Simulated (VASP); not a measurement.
CdS:

```
CELL_PARAMETERS angstrom
4.34474 0.00000 0.00000
-2.17237 3.76266 0.00000
0.00000 0.00000 5.91801
ATOMIC_POSITIONS crystal
Cd 0.00000 0.00000 0.44269
S 0.66667 0.33333 0.43431
```

This cell differs from its parent crystal: volume scaled by 1.06.

Base run:

| Quantity | Value |
| --- | --- |
| Program | VASP 6.6.1 |
| Functional | PBEsol |
| Potentials or basis | VASP PAW PBE potentials, release 64 (Cd, S) |
| Cutoff | 520 eV |
| k mesh | 7 × 7 × 5 |
| Occupations | fermi-dirac, width 0.05 eV |
| Spin | no spin polarisation |

Its results: band gap on the k mesh 1.25 eV, indirect (least direct gap 1.31 eV); pressure -2.6 GPa; largest force 0.026 eV/Å.

Task: The run is repeated on the same cell with these changes: functional from PBEsol to PBE. What comes out?

Result: Band gap on the k mesh 1.31 eV, indirect (least direct gap 1.36 eV); pressure -1.5 GPa; largest force 0.015 eV/Å.

PBE binds less tightly than PBEsol, so the same cell stands under more pressure.

Caveats: the PAW data sets were made with another functional, which shifts forces and pressure a little (some runs).

A k mesh can miss the band edges.
